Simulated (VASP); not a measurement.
Here is a VASP 6.6.1 calculation.

Contents of POSCAR:

```
SnO2
1.0
    4.7605144913      0.0000000000      0.0000000000
    0.0000000000      4.7606977633      0.0000000000
    0.0000000000      0.0000000000      3.2000515029
Sn O
2 4
Direct
    0.5000000000      0.5000000000      0.5000000000
    0.0000000000      0.0000000000      0.0000000000
    0.3058348108      0.3059224605      0.0000000000
    0.8058348108      0.1940775395      0.5000000000
    0.1941651892      0.8059224605      0.5000000000
    0.6941651892      0.6940775395      0.0000000000
```

Contents of INCAR.step1:

```
SYSTEM = SnO2
PREC = Accurate
ENCUT = 520
ISMEAR = 0
SIGMA = 0.01
LREAL = .FALSE.
LASPH = .TRUE.
NELM = 60
NBANDS = 35
GGA = PE
ALGO = Normal
EDIFF = 1E-4
LWAVE = .TRUE.
LCHARG = .FALSE.
```

Contents of INCAR.step2:

```
SYSTEM = SnO2
PREC = Accurate
ENCUT = 520
EDIFF = 1E-6
ISMEAR = 0
SIGMA = 0.01
LREAL = .FALSE.
LASPH = .TRUE.
NELM = 60
ALGO = Normal
ISIF = 2
LWAVE = .FALSE.
LCHARG = .FALSE.
METAGGA = R2SCAN
LMIXTAU = .TRUE.
NBANDS = 35
ISTART = 1
```

KPOINTS

```
Automatic mesh
0
G
  4 4 6
  0 0 0
```

Potentials or basis: VASP PAW PBE potentials, release 64 (Sn_d, O).

Launch:

```sh
$ cat potpaw_PBE.64/Sn_d/POTCAR potpaw_PBE.64/O/POTCAR > POTCAR
$ cp INCAR.step1 INCAR
$ mpirun -np 1 vasp_std > vasp.out
$ cp INCAR.step2 INCAR
$ mpirun -np 1 vasp_std > vasp.out
```

**Question.** Predict the pressure.

**Answer.** 1.1 GPa.

**Question.** Predict the band gap on the k mesh.

**Answer.** 1.79 eV.

**Question.** Predict the largest force.

**Answer.** 0.024 eV/Å.

Forces in eV/Å, atoms in the order of the input:
```
Sn   0.000  0.000  0.000
Sn   0.000  0.000  0.000
O   -0.017 -0.017  0.000
O   -0.017  0.017  0.000
O    0.017 -0.017  0.000
O    0.017  0.017  0.000
```

Caveat: the PAW data sets were made with another functional, which shifts forces and pressure a little; spin-orbit coupling is left out, which moves the levels of the heavy elements.
